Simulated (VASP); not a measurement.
# MgO (Pm-3m) in VASP: single point with r2SCAN

Aim: the single point of MgO with r2SCAN.

Everything below comes from runs of VASP 6.6.1. Logs are shortened: lines on timing, memory, paths and dates and some standing lists are left out, and cuts for length are marked.

### 1 The cell of the first run

It takes space group Pm-3m (No. 221, cubic). Conventional cell: a = 2.649 Å, b = 2.649 Å, c = 2.649 Å, α = 90.00°, β = 90.00°, γ = 90.00°. Mg (site symmetry m-3m) has 8 O at 2.29 Å and 6 Mg at 2.65 Å within 3.0 Å. Within 3.0 Å of O (site symmetry m-3m) lie 8 Mg at 2.29 Å and 6 O at 2.65 Å.

### 2 Single point, r2SCAN (9.30 Å³/atom)

File POSCAR:

```
MgO
1.0
    2.6494109092      0.0000000000      0.0000000000
    0.0000000000      2.6494109092      0.0000000000
    0.0000000000      0.0000000000      2.6494109092
Mg O
1 1
Direct
    0.0000000000      0.0000000000      0.0000000000
    0.5000000000      0.5000000000      0.5000000000
```

File INCAR.step1:

```
ALGO = Normal
EDIFF = 1E-5
ENCUT = 920
GGA = PE
GGA_COMPAT = False
ISMEAR = 0
LASPH = True
LCHARG = False
LREAL = False
LWAVE = True
NBANDS = 15
NELM = 120
PREC = Accurate
SIGMA = 0.02
```

File INCAR.step2:

```
ALGO = Normal
EDIFF = 1E-6
ENCUT = 920
GGA_COMPAT = False
ISIF = 2
ISMEAR = 0
ISTART = 1
LASPH = True
LCHARG = False
LMIXTAU = True
LREAL = False
LWAVE = False
METAGGA = R2SCAN
NBANDS = 15
NELM = 120
PREC = Accurate
SIGMA = 0.02
```

File KPOINTS:

```
k-points
0
Gamma
  10 10 10
```

Potentials or basis: VASP PAW PBE potentials, release 64 (Mg_sv, O).

On the command line:

```console
cat potpaw_PBE.64/Mg_sv/POTCAR potpaw_PBE.64/O/POTCAR > POTCAR
cp INCAR.step1 INCAR
mpirun -np 1 vasp_std > vasp.out
cp INCAR.step2 INCAR
mpirun -np 1 vasp_std > vasp.out
```

OUTCAR:

```text
EDIFF = 1E-6
   ENCUT = 920
   ISIF = 2
   ISMEAR = 0
   ISTART = 1
   LASPH = True
   LREAL = False
   METAGGA = R2SCAN
   NELM = 120
   PREC = Accurate

 ion  position               nearest neighbor table
   1  0.000  0.000  0.000-
   2  0.500  0.500  0.500-

  LATTYP: Found a simple cubic cell.
 ALAT       =     2.6494109092

  Lattice vectors:

 A1 = (   2.6494109092,   0.0000000000,   0.0000000000)
 A2 = (   0.0000000000,   2.6494109092,   0.0000000000)
 A3 = (   0.0000000000,   0.0000000000,   2.6494109092)

Analysis of symmetry for initial positions (statically):
=====================================================================
 Subroutine PRICEL returns:
 Original cell was already a primitive cell.

 Routine SETGRP: Setting up the symmetry group for a
 simple cubic supercell.

 Subroutine GETGRP returns: Found 48 space group operations
 (whereof 48 operations were pure point group operations)
 out of a pool of 48 trial point group operations.

The static configuration has the point symmetry O_h .

Analysis of symmetry for dynamics (positions and initial velocities):
=====================================================================
 Subroutine PRICEL returns:
 Original cell was already a primitive cell.

 Routine SETGRP: Setting up the symmetry group for a
 simple cubic supercell.

 Subroutine GETGRP returns: Found 48 space group operations
 (whereof 48 operations were pure point group operations)
 out of a pool of 48 trial point group operations.

The dynamic configuration has the point symmetry O_h .

 Subroutine INISYM returns: Found 48 space group operations
 (whereof 48 operations are pure point group operations),
 and found     1 'primitive' translations

----------------------------------------------------------------------------------------

                                     Primitive cell

  volume of cell :      18.5972

  direct lattice vectors                    reciprocal lattice vectors
     2.649410909  0.000000000  0.000000000     0.377442395  0.000000000  0.000000000
     0.000000000  2.649410909  0.000000000     0.000000000  0.377442395  0.000000000
     0.000000000  0.000000000  2.649410909     0.000000000  0.000000000  0.377442395

  length of vectors
     2.649410909  2.649410909  2.649410909     0.377442395  0.377442395  0.377442395

  position of ions in fractional coordinates (direct lattice)
     0.000000000  0.000000000  0.000000000
     0.500000000  0.500000000  0.500000000

  ion indices of the primitive-cell ions
   primitive index   ion index
                 1           1
                 2           2

----------------------------------------------------------------------------------------

 KPOINTS: k-points

Automatic generation of k-mesh.
 Grid dimensions read from file:
 generate k-points for:   10   10   10

 Generating k-lattice:

  Cartesian coordinates                     Fractional coordinates (reciprocal lattice)
     0.037744240  0.000000000  0.000000000     0.100000000  0.000000000  0.000000000
     0.000000000  0.037744240  0.000000000     0.000000000  0.100000000  0.000000000
     0.000000000  0.000000000  0.037744240     0.000000000  0.000000000  0.100000000

  Length of vectors
     0.037744240  0.037744240  0.037744240

  Shift w.r.t. Gamma in fractional coordinates (k-lattice)
     0.000000000  0.000000000  0.000000000

 Subroutine IBZKPT returns following result:
 ===========================================

 Found     56 irreducible k-points:

 Following reciprocal coordinates:
            Coordinates               Weight
  0.000000  0.000000  0.000000      1.000000
  0.100000  0.000000  0.000000      6.000000
  0.200000  0.000000  0.000000      6.000000
  0.300000  0.000000  0.000000      6.000000
  0.400000  0.000000  0.000000      6.000000
  0.500000  0.000000  0.000000      3.000000
[... 16 lines left out ...]
  0.200000  0.100000  0.100000     24.000000
  0.300000  0.100000  0.100000     24.000000
 [... further k-points ...]
   k-points           NKPTS =     56   k-points in BZ     NKDIM =     56   number of bands    NBANDS=     15
   number of dos      NEDOS =    301   number of ions     NIONS =      2
   total plane-waves  NPLWV =  21952
   dimension x,y,z NGX =    28 NGY =   28 NGZ =   28
   dimension x,y,z NGXF=    56 NGYF=   56 NGZF=   56
   ions per type =               1   1
   NGX,Y,Z   is equivalent  to a cutoff of  17.57, 17.57, 17.57 a.u.
   NGXF,Y,Z  is equivalent  to a cutoff of  35.14, 35.14, 35.14 a.u.
 SYSTEM =  unknown system
   PREC   = accura    normal or accurate (medium, high low for compatibility)
   ISTART =      1    job   : 0-new  1-cont  2-samecut
   ICHARG =      0    charge: 1-file 2-atom 10-const
   ISPIN  =      1    spin polarized calculation?
   LNONCOLLINEAR =      F non collinear calculations
   LSORBIT =      F    spin-orbit coupling
   LASPH  =      T    aspherical Exc in radial PAW
   ENCUT  =  920.0 eV  67.62 Ry    8.22 a.u.   6.55  6.55  6.55*2*pi/ulx,y,z
   NELM   =    120;   NELMIN=  2; NELMDL=  0     # of ELM steps
   EDIFF  = 0.1E-05   stopping-criterion for ELM
   LREAL  =      F    real-space projection
   EDIFFG = 0.1E-04   stopping-criterion for IOM
   NSW    =      0    number of steps for IOM
   IBRION =     -1    ionic relax: 0-MD 1-quasi-New 2-CG
   NFREE  =      0    steps in history (QN), initial steepest desc. (CG)
   ISIF   =      2    stress and relaxation
   ISYM   =      2    0-nonsym 1-usesym 2-fastsym
   POTIM  = 0.5000    time-step for ionic-motion
   TEBEG  =    0.0;   TEEND  =   0.0 temperature during run
   PSTRESS=    0.0 pullay stress
   NELECT =      16.0000    total number of electrons
   NUPDOWN=      -1.0000    fix difference up-down
   EMIN   =  10.00;   EMAX   =-10.00  energy-range for DOS
   EFERMI =   0.00;   METHOD = LEGACY
   ISMEAR =     0;   SIGMA  =   0.02  broadening in eV -4-tet -1-fermi 0-gaus
   EFERMI_NEDOS =   21; number of points for ismear=-14 and -15
   IALGO  =     38    algorithm
   IMIX   =      4    mixing-type and parameters
     AMIX     =   0.40;   BMIX     =  1.00
     AMIX_MAG =   1.60;   BMIX_MAG =  1.00
  volume/ion in A,a.u.               =       9.30        62.75
  Fermi-wavevector in a.u.,A,eV,Ry     =   1.557037  2.942373 32.985463  2.424363
  Thomas-Fermi vector in A             =   2.660745
   LORBIT       =      0    0 simple, 1 ext, 2 COOP (PROOUT), +10 PAW based schemes
   METAGGA = R2SCAN    functional components
   LHFCALC =     F    Hartree Fock is set to
   AEXX    =    0.0000 exact exchange contribution
   IVDW    =     0    specifies the selected vdW correction
   LEPSILON=     F    determine dielectric tensor
   LRPA    =     F    only Hartree local field effects (RPA)
 non-spin polarized calculation
 Gauss-broadening in eV      SIGMA  =   0.02
  energy-cutoff  :      920.00
  volume of cell :       18.60
 maximum number of plane-waves:      1208
 NGX is ok and might be reduce to    28
   NGX = 13   NGY = 13   NGZ = 13

 number of electron      16.0000002 magnetization

 Free energy of the ion-electron system (eV)
  ---------------------------------------------------
  ext. energy  EPLUGINS =         0.00000000
  ---------------------------------------------------
  free energy    TOTEN  =       -14.53528503 eV

  energy without entropy =      -14.53528503  energy(sigma->0) =      -14.53528503

 E-fermi :   4.4860     XC(G=0): -12.1824

 val. band max:        4.2820842817   @ k =   0.5000   0.5000   0.0000
 cond. band min:       7.5214918682   @ k =   0.0000   0.0000   0.0000
 fundamental gap:      3.2394075865
 Fermi energy:         4.4860333659

 k-point     1 :       0.0000    0.0000    0.0000
  band No.  band energies     occupation
      1     -73.3784      2.00000
      2     -38.4370      2.00000
      3     -38.4370      2.00000
      4     -38.4370      2.00000
      5     -15.0870      2.00000
      6       3.2615      2.00000
      7       3.2615      2.00000
      8       3.2615      2.00000
      9       7.5215      0.00000
     10      15.7052      0.00000
     11      15.7052      0.00000
     12      25.8159      0.00000
     13      25.8159      0.00000
     14      25.8159      0.00000
     15      33.0059      0.00000

 k-point     2 :       0.1000    0.0000    0.0000
  band No.  band energies     occupation
      1     -73.3774      2.00000
      2     -38.4483      2.00000
      3     -38.4359      2.00000
      4     -38.4359      2.00000
      5     -14.9908      2.00000
      6       2.4598      2.00000
      7       3.3027      2.00000
      8       3.3027      2.00000
      9       8.1148      0.00000
     10      15.9137      0.00000
     11      15.9178      0.00000
     12      25.6180      0.00000
     13      25.6180      0.00000
     14      25.9890      0.00000
     15      32.0461      0.00000

 k-point     3 :       0.2000    0.0000    0.0000
  band No.  band energies     occupation
      1     -73.3745      2.00000
      2     -38.4780      2.00000
      3     -38.4333      2.00000
      4     -38.4333      2.00000
      5     -14.7263      2.00000
      6       0.8876      2.00000
      7       3.4130      2.00000
      8       3.4130      2.00000
      9       9.2274      0.00000
     10      16.1687      0.00000
     11      16.5518      0.00000
     12      25.0382      0.00000
     13      25.0382      0.00000
     14      26.8333      0.00000
     15      29.9722      0.00000
[... 343 lines left out ...]
 k-point    23 :       0.2000    0.1000    0.1000
  band No.  band energies     occupation
      1     -73.3725      2.00000
      2     -38.4755      2.00000
      3     -38.4439      2.00000
      4     -38.4425      2.00000
      5     -14.5508      2.00000
      6       1.0042      2.00000
      7       2.7167      2.00000
      8       2.9640      2.00000
      9      10.1231      0.00000
     10      16.4146      0.00000
     11      16.6535      0.00000
     12      23.5164      0.00000
     13      25.3634      0.00000
     14      27.5956      0.00000
     15      28.3202      0.00000

 k-point    24 :       0.3000    0.1000    0.1000
  band No.  band energies     occupation
      1     -73.3690      2.00000
      2     -38.5114      2.00000
      3     -38.4403      2.00000
      4     -38.4390      2.00000
      5     -14.2094      2.00000
      6      -0.4315      2.00000
      7       2.9128      2.00000
      8       3.1436      2.00000
      9      11.1846      0.00000
     10      15.9527      0.00000
     11      17.2142      0.00000
     12      23.3465      0.00000
     13      24.0375      0.00000
     14      27.3508      0.00000
     15      27.5363      0.00000

 [... further k-points ...]

------------------------ aborting loop because EDIFF is reached ----------------------------------------

  FORCE on cell =-STRESS in cart. coord.  units (eV):
  Direction    XX          YY          ZZ          XY          YZ          ZX
  --------------------------------------------------------------------------------------
  -------------------------------------------------------------------------------------
  Total       -0.4642336     -0.4642336     -0.4642336     -0.0000000     -0.0000000      0.0000000
  in kB      -39.9943986    -39.9943986    -39.9943986     -0.0000000     -0.0000000      0.0000000
  external PRESSURE =     -39.9943986 kB  Pullay stress =       0.0000000 kB

 VOLUME and BASIS-vectors are now :
 -----------------------------------------------------------------------------
  energy-cutoff  :      920.00
  volume of cell :       18.60
      direct lattice vectors                 reciprocal lattice vectors
     2.649410909  0.000000000  0.000000000     0.377442395  0.000000000  0.000000000
     0.000000000  2.649410909  0.000000000     0.000000000  0.377442395  0.000000000
     0.000000000  0.000000000  2.649410909     0.000000000  0.000000000  0.377442395

 POSITION                                       TOTAL-FORCE (eV/Angst)
 -----------------------------------------------------------------------------------
      0.00000      0.00000      0.00000         0.000000      0.000000      0.000000
      1.32471      1.32471      1.32471         0.000000      0.000000      0.000000
 -----------------------------------------------------------------------------------
    total drift:                               -0.000000      0.000000      0.000000

  FREE ENERGIE OF THE ION-ELECTRON SYSTEM (eV)
  ---------------------------------------------------
  free  energy   TOTEN  =       -14.5352850295 eV

  energy  without entropy=      -14.5352850295  energy(sigma->0) =      -14.53528503
```

It took 65 s on 1 thread of Intel Xeon 6975P-C (Granite Rapids), shared host; peak memory 0.18 GiB.

What came out:

```
Free energy            : -14.5353 eV
Pressure               : -4.0 GPa
Band gap on the k mesh : 3.24 eV (least direct gap 4.26 eV)
```

Caveat: the cell stands under tension; the PAW data sets were made with another functional, which shifts forces and pressure a little.
